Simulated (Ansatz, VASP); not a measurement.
Two plane-wave programs on MgS

INCAR

```
PREC = Accurate
ENCUT = 520
EDIFF = 1E-6
ISMEAR = -1
SIGMA = 0.02
LREAL = F
LASPH = T
NELM = 80
ALGO = Normal
ISIF = 2
LWAVE = F
LCHARG = F
GGA = PE
NBANDS = 11
```

File KPOINTS:

```
regular mesh
0
Gamma
  8 8 8
```

The input POSCAR:

```
MgS
1.0
    0.0000000000      2.6015179370      2.6015179370
    2.6540685993      0.0000000000      2.6015179370
    2.6540685993      2.6015179370      0.0000000000
Mg S
1 1
Direct
    0.0000000000      0.0000000000      0.0000000000
    0.5000000000      0.5000000000      0.5000000000
```

Input for Ansatz:

```yaml
crystal:
  lattice:
    - [0.0, 2.601517937, 2.601517937]
    - [2.6540685993, 0.0, 2.601517937]
    - [2.6540685993, 2.601517937, 0.0]
  atoms:
    - { symbol: Mg, position: [0.0, 0.0, 0.0] }
    - { symbol: S, position: [0.5, 0.5, 0.5] }
kpoints:
  mp_grid: { grid: [8, 8, 8] }
  band_path:
    path:
      - [0.0, 0.0, 0.0]
      - [0.5, 0.0, 0.5]
      - [0.625, 0.25, 0.625]
      - [0.375, 0.375, 0.75]
      - [0.5, 0.5, 0.5]
      - [0.5, 0.25, 0.75]
    npoints: 1
hamiltonian:
  xc: pbe
scf:
  occupations: { method: fermi_dirac, width: 0.02 }
  n_extra_bands: 4
output:
  forces: true
  stress: true
  eigenvalues: true
```

Change from the starting cell: uniaxial_x strain +2.0%.

Alike in both runs: task single point; functional PBE; k mesh 8 × 8 × 8; occupations fermi-dirac, width 0.02 eV; no spin polarisation.

|  | VASP | Ansatz |
| --- | --- | --- |
| version | VASP 6.6.1 | Ansatz 0.2.0 |
| potentials or method | VASP PAW PBE potentials, release 64 (Mg, S) | plane waves, PAW |
| plane-wave cutoff (eV) | 520 | 420 |
| valence electrons in the cell | 8 | 16 |

```tsv
	VASP	Ansatz	Ansatz less VASP
gap on the k mesh at the Fermi level (eV)	2.65	2.66	+0.015
pressure (GPa)	-0.6	-0.3	+0.30
traceless stress, the component that is largest in VASP (GPa)	-1.21	-1.22	-0.009
```

VASP's potentials hold 8 valence electrons a cell and Ansatz's 16, so a difference there can come from the potentials and not from the codes.
